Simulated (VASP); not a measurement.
Runs of VASP 6.6.1 on TaN. The structure is that of space group P-6m2 (No. 187), or close to it. The cells are those of the table. 

```tsv
task	cell	gap on the mesh (eV)	pressure (GPa)
electric field gradients	a = 2.967, b = 2.967, c = 2.883 Å, angles 90.0, 90.0, 120.0°, 2 atoms	none	(b)
single point	a = 2.928, b = 2.928, c = 2.873 Å, angles 90.0, 90.0, 120.0°, 2 atoms	none	-0.5
single point	a = 2.977, b = 2.977, c = 2.921 Å, angles 90.0, 90.0, 120.0°, 2 atoms	none	-16.6
electric field gradients	a = 2.850, b = 2.850, c = 2.883 Å, angles 90.0, 90.0, 120.0°, 2 atoms	none	19.3
electric field gradients	a = 2.967, b = 2.967, c = 2.912 Å, angles 90.0, 90.0, 120.0°, 2 atoms	none	(a)
```

Alike in all rows: level PBEsol; potentials or basis VASP PAW PBE potentials, release 64 (Ta_pv, N); no spin polarisation; k mesh 12 × 12 × 10; cutoff (eV) 520; smearing fermi-dirac 0.02 eV.

Problem. Estimate the missing entries.

Solution. (a) -13.7; (b) -10.4.

Caveats: the PAW data sets were made with another functional, which shifts forces and pressure a little; spin-orbit coupling is left out, which moves the levels of the heavy elements.

A k mesh can miss the band edges, and the runs leave out spin-orbit coupling on Ta.

A gap of «none» marks levels without a gap at the run's occupations.
